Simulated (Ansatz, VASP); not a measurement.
**Two plane-wave programs on Ca**

Contents of INCAR:

```
SYSTEM = Ca
PREC = Accurate
ENCUT = 600
EDIFF = 1E-6
ISMEAR = 0
SIGMA = 0.1
LREAL = .False.
LASPH = .True.
NELM = 100
ALGO = Normal
ISIF = 3
LWAVE = .False.
LCHARG = .False.
GGA = PS
IBRION = 2
NSW = 100
EDIFFG = -0.01
```

The input KPOINTS:

```
Automatic mesh
0
Gamma
  15 15 4
  0 0 0
```

The input POSCAR:

```
Ca
1.0
    3.8496553192      0.0000000000      0.0000000000
   -1.9248276596      3.3338993022      0.0000000000
    0.0000000000      0.0000000000     12.6673373420
Ca
4
Direct
    0.0000000000      0.0000000000      0.0000000000
    0.3333333333      0.6666666667      0.2500000000
    0.0000000000      0.0000000000      0.5000000000
    0.6666666667      0.3333333333      0.7500000000
```

Input for Ansatz:

```yaml
crystal:
  lattice:
    - [3.8496553192, 0.0, 0.0]
    - [-1.9248276596, 3.3338993022, 0.0]
    - [0.0, 0.0, 12.667337342]
  atoms:
    - { symbol: Ca, position: [0.0, 0.0, 0.0] }
    - { symbol: Ca, position: [0.3333333333, 0.6666666667, 0.25] }
    - { symbol: Ca, position: [0.0, 0.0, 0.5] }
    - { symbol: Ca, position: [0.6666666667, 0.3333333333, 0.75] }
basis:
  ecutwfc: 420
kpoints:
  mp_grid: { grid: [15, 15, 4] }
hamiltonian:
  xc: pbesol
scf:
  occupations: { method: gaussian, width: 0.1 }
output:
  forces: true
  stress: true
  eigenvalues: true
relax:
  adjacent_minimum: "off"
  f_tol: 0.01
  max_steps: 80
  cell: { stress_tol: 0.05 }
```

Alike in both runs: task relaxation of cell and atoms; functional PBEsol; k mesh 15 × 15 × 4; occupations gaussian, width 0.1 eV; no spin polarisation.

|  | VASP | Ansatz |
| --- | --- | --- |
| version | VASP 6.6.1 | Ansatz 0.2.0 |
| potentials or method | VASP PAW PBE potentials, release 64 (Ca_sv), cutoff 600 eV | scalar-relativistic, plane waves, PAW |
| valence electrons in the cell | 40 | 40 |

```tsv
	VASP	Ansatz	Ansatz less VASP
gap on the k mesh at the Fermi level, each at its own relaxed structure (eV)	none	none	-
relaxed volume (Å³/atom)	40.64	40.64	0.000
relaxed length of the cell vector where the two differ most in proportion (Å)	3.850	3.850	0.0000
```

VASP's potentials were made for PBE, not for PBEsol. A gap of «none» marks a metal or a gap that the smearing closes.

Noted on VASP's run: the relaxation stopped at its first step, so nothing moved.
